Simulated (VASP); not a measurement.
Crystal: KRb3.

```
K Rb
1.0
     7.14149    0.00000    0.00000
     0.00000    7.14149    0.00000
     0.00000    0.00000    7.14149
K Rb
1 3
Direct
  0.00000 0.00000 0.00000
  0.00000 0.50000 0.50000
  0.50000 0.00000 0.50000
  0.50000 0.50000 0.00000
```

```yaml
Program: VASP 6.6.1
Task: relaxation of volume and atoms at fixed shape
Functional: PBEsol
Potentials_or_basis: VASP PAW PBE potentials, release 64 (K_sv, Rb_sv)
Cutoff: 600 eV
k_mesh: 3 × 3 × 3
Occupations: methfessel-paxton, width 0.1 eV
Spin: no spin polarisation
```

At the start: pressure -0.2 GPa; volume 91.06 Å³/atom.

Where does the relaxation end?

Over 3 steps the energy falls by 5.4 meV/atom and the volume is 84.61 Å³/atom (-7.1 %); space group Pm-3m (No. 221, to 0.1 Å) before and after.

Step by step:
| step | energy change (eV) | largest force (eV/Å) | pressure (GPa) | volume (Å³) |
| --- | --- | --- | --- | --- |
| 1 | 0.0000 | 0.0000 | -0.22 | 364.22 |
| 2 | -0.0082 | 0.0000 | -0.18 | 357.66 |
| 3 | -0.0214 | 0.0000 | -0.03 | 338.46 |

Final structure:
```
K Rb
1.0
     6.96895    0.00000    0.00000
     0.00000    6.96895    0.00000
     0.00000    0.00000    6.96895
K Rb
1 3
Direct
  0.00000 0.00000 0.00000
  0.00000 0.50000 0.50000
  0.50000 0.00000 0.50000
  0.50000 0.50000 0.00000
```

Caveat: the PAW data sets were made with another functional, which shifts forces and pressure a little.
